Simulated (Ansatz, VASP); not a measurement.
CuO in VASP and in Ansatz

```
Cu O
1.0
     2.79799    0.00000    0.00000
    -1.39900    2.42313    0.00000
     0.00000    0.00000    2.73070
Cu O
1 1
Direct
  0.00000 0.00000 0.00000
  0.66667 0.33333 0.50000
```

Alike in both runs: task single point; functional PBE; k mesh 11 × 11 × 10; occupations fermi-dirac, width 0.05 eV; no spin polarisation.

```csv
,VASP,Ansatz
version,VASP 6.6.1,Ansatz 0.2.0
potentials or method,"VASP PAW PBE potentials, release 64 (Cu, O)",Ansatz PAW
plane-wave cutoff (eV),520,420
valence electrons in the cell,17,25
```

|  | VASP | Ansatz | Ansatz less VASP |
| --- | --- | --- | --- |
| gap on the k mesh at the Fermi level (eV) | none | none | - |
| pressure (GPa) | 7.4 | 7.0 | -0.35 |
| traceless stress, the component that is largest in VASP (GPa) | -5.96 | -5.96 | +0.002 |

A gap of «none» marks a metal or a gap that the smearing closes. With one functional, cell and mesh, what is left measures potentials, basis and numerics. VASP's potentials hold 17 valence electrons a cell and Ansatz's 25, so a difference there can come from the potentials and not from the codes.
